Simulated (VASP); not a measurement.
Here is a VASP 6.6.1 calculation.

POSCAR

```
CuAu
1.0
    2.7935732784      0.0000000000      0.0000000000
    0.0000000000      2.7935732784      0.0000000000
    0.0000000000      0.0000000000      3.6408675775
Au Cu
1 1
Direct
    0.0000000000      0.0000000000      0.0000000000
    0.5000000000      0.5000000000      0.5000000000
```

The input INCAR.step1:

```
PREC = Accurate
ENCUT = 520
EDIFF = 1E-5
ISMEAR = -1
SIGMA = 0.05
LREAL = False
LASPH = True
NELM = 80
ALGO = Normal
ISIF = 2
LWAVE = True
LCHARG = False
NBANDS = 18
GGA = PE
```

Contents of INCAR.step2:

```
PREC = Accurate
ENCUT = 520
EDIFF = 1E-6
ISMEAR = -1
SIGMA = 0.05
LREAL = False
LASPH = True
NELM = 80
ALGO = Normal
ISIF = 2
LWAVE = False
LCHARG = False
GGA = PS
LHFCALC = True
AEXX = 0.25
HFSCREEN = 0.207
PRECFOCK = Normal
NBANDS = 18
ISTART = 1
```

The input KPOINTS:

```
regular mesh
0
Gamma
  5 5 4
```

Potentials or basis: VASP PAW PBE potentials, release 64 (Au, Cu).

Command:

```bash
$ cat potpaw_PBE.64/Au/POTCAR potpaw_PBE.64/Cu/POTCAR > POTCAR
$ cp INCAR.step1 INCAR
$ mpirun -np 1 vasp_std > vasp.out
$ cp INCAR.step2 INCAR
$ mpirun -np 1 vasp_std > vasp.out
```

Estimate the pressure.

0.1 GPa.

Estimate the band gap on the k mesh.

zero (bands 11 and 12 overlap by 6.23 eV).

Caveat: the k points lie up to 0.45 Å⁻¹ apart, too coarse for converged energies and pressures of a metal; the PAW data sets were made with another functional, which shifts forces and pressure a little; spin-orbit coupling is left out, which moves the levels of the heavy elements.
